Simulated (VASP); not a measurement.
Set up this calculation in VASP 6.6.1, as the native input.

```yaml
Task: single point
Functional: LDA
Potentials_or_basis: VASP PAW LDA potentials, release 64 (B, P)
Cutoff: 500 eV
k_mesh: 10 × 10 × 10
Occupations: gaussian, width 0.02 eV
Spin: no spin polarisation
Dipole_correction: no
Further_INCAR_settings: ALGO = Normal; EDIFF = 1e-06; NBANDS = 11
```

The structure of BP lies in POSCAR:

```
BP
1.0
    0.0000000000      2.2453790271      2.2453790271
    2.2453790271      0.0000000000      2.2453790271
    2.2453790271      2.2453790271      0.0000000000
B P
1 1
Direct
    0.0000000000      0.0000000000      0.0000000000
    0.2500000000      0.2500000000      0.2500000000
```

These files were run (other wordings do the same):

INCAR

```
PREC = Accurate ; ENCUT = 500
EDIFF = 1E-6 ; ISMEAR = 0
SIGMA = 0.02 ; LREAL = F
LASPH = T ; NELM = 120
ALGO = Normal ; ISIF = 2
LWAVE = F ; LCHARG = T
GGA = CA ; LELF = T
LVHAR = T ; NBANDS = 11
GGA_COMPAT = F
```

KPOINTS

```
regular mesh
0
Gamma
  10 10 10
```

Potentials or basis: VASP PAW LDA potentials, release 64 (B, P).

Run with:

```sh
$ cat potpaw_LDA.64/B/POTCAR potpaw_LDA.64/P/POTCAR > POTCAR
$ mpirun -np 1 vasp_std > vasp.out
```

It gave:

| Property | Result |
| --- | --- |
| Pressure | -0.1 GPa |
| Band gap on the k mesh | 1.15 eV (least direct gap 3.43 eV) |

Run time: 13 s on 1 thread of Intel Xeon 8259CL, on a shared host, peak memory 0.13 GiB.
